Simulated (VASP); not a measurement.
Write the native input for VASP 6.6.1 that does the following.

```yaml
Task: single point
Functional: PBE
Potentials_or_basis: VASP PAW PBE potentials, release 64 (Te, Sn_d)
Cutoff: 520 eV
k_mesh: 8 × 8 × 8
Occupations: fermi-dirac, width 0.05 eV
Spin: no spin polarisation
Dipole_correction: no
Further_INCAR_settings: ALGO = Fast; EDIFF = 1e-06; NBANDS = 32
```

The structure of Sn3Te lies in POSCAR:

```
Sn3Te
1.0
   -2.3161422189      2.3161422189      5.5530281376
    2.3161422189     -2.3161422189      5.5530281376
    2.3161422189      2.3161422189     -5.5530281376
Te Sn
1 3
Direct
    0.0000000000      0.0000000000      0.0000000000
    0.5000000000      0.5000000000      0.0000000000
    0.2500000000      0.7500000000      0.5000000000
    0.7500000000      0.2500000000      0.5000000000
```

One way to write it, as run:

INCAR

```
PREC = Accurate
ENCUT = 520
EDIFF = 1E-6
ISMEAR = -1
SIGMA = 0.05
LREAL = F
LASPH = T
NELM = 80
ALGO = Fast
ISIF = 2
LWAVE = F
LCHARG = F
GGA = PE
NBANDS = 32
```

KPOINTS

```
Automatic mesh
0
Gamma
  8 8 8
```

Potentials or basis: VASP PAW PBE potentials, release 64 (Te, Sn_d).

Command:

```console
$ cat potpaw_PBE.64/Te/POTCAR potpaw_PBE.64/Sn_d/POTCAR > POTCAR
$ mpirun -np 1 vasp_std > vasp.out
```

It gave:

| Quantity | Value |
| --- | --- |
| Pressure | -1.3 GPa |
| Band gap on the k mesh | zero (bands 24 and 25 overlap by 0.85 eV) |

Caveat: spin-orbit coupling is left out, which moves the levels of the heavy elements.

Run time: 5.4 min on 1 thread of Intel(R) Xeon(R) Platinum 8259CL CPU @ 2.50GHz (Skylake/Cascade Lake), on a shared host, peak memory 0.43 GiB.
